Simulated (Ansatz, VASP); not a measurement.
One calculation of Zn, two programs

The input INCAR:

```
ALGO     = Normal         # electronic algorithm
EDIFF    = 1E-7           # SCF threshold, eV
ENCUT    = 520            # plane-wave cutoff, eV
GGA      = RE             # functional
ISIF     = 2              # what is computed and relaxed
ISMEAR   = -1             # smearing method
LASPH    = T              # aspherical terms in the spheres
LCHARG   = T              # write CHGCAR
LELF     = T              # ELF
LREAL    = F              # projectors in reciprocal space
LVHAR    = T            
LWAVE    = F              # write WAVECAR
NBANDS   = 25             # bands
NELM     = 100            # most SCF steps
PREC     = Accurate       # precision mode
SIGMA    = 0.1            # smearing width, eV
```

Contents of KPOINTS:

```
k-points
0
Gamma
  9 9 13
```

Contents of POSCAR:

```
Zn
1.0
    4.7127979016      0.0000000000      0.0000000000
   -2.3563989508      4.0814027057      0.0000000000
    0.0000000000      0.0000000000      2.8190688851
Zn
3
Direct
    0.0000000000      0.0000000000      1.0000000000
    0.3333333333      0.6666666667      0.5000000000
    0.6666666667      0.3333333333      0.5000000000
```

Input for Ansatz:

```yaml
crystal:
  lattice:
    - [4.7127979016, 0.0, 0.0]
    - [-2.3563989508, 4.0814027057, 0.0]
    - [0.0, 0.0, 2.8190688851]
  atoms:
    - { symbol: Zn, position: [0.0, 0.0, 1.0] }
    - { symbol: Zn, position: [0.3333333333, 0.6666666667, 0.5] }
    - { symbol: Zn, position: [0.6666666667, 0.3333333333, 0.5] }
hamiltonian:
  xc: revpbe
  pseudopotentials:
    kind: paw
    azcp:
      Zn: "pseudopotentials/Zn.paw.azcp"
basis:
  ecutwfc: 420
  fft_grid_basis: typed
kpoints:
  mp_grid: { grid: [9, 9, 13], shift: [0, 0, 0] }
magnetization:
  spin_polarized: false
scf:
  occupations: { method: fermi_dirac, width: 0.1 }
  lower_state_search: "off"
output:
  stress: true
```

Alike in both runs: task single point; functional revPBE; k mesh 9 × 9 × 13; occupations fermi-dirac, width 0.1 eV; no spin polarisation.

```csv
,VASP,Ansatz
version,VASP 6.6.1,Ansatz 0.2.0
potentials or method,"VASP PAW PBE potentials, release 64 (Zn), cutoff 520 eV","plane waves (420 eV) with PAW, scalar-relativistic"
valence electrons in the cell,36,36
```

```csv
,VASP,Ansatz,Ansatz less VASP
pressure (GPa),-4.4,-4.6,-0.13
"traceless stress, the component that is largest in VASP (GPa)",0.51,0.50,-0.003
```

VASP's potentials were made for PBE, not for revPBE. With one functional, cell and mesh, what is left measures potentials, basis and numerics.
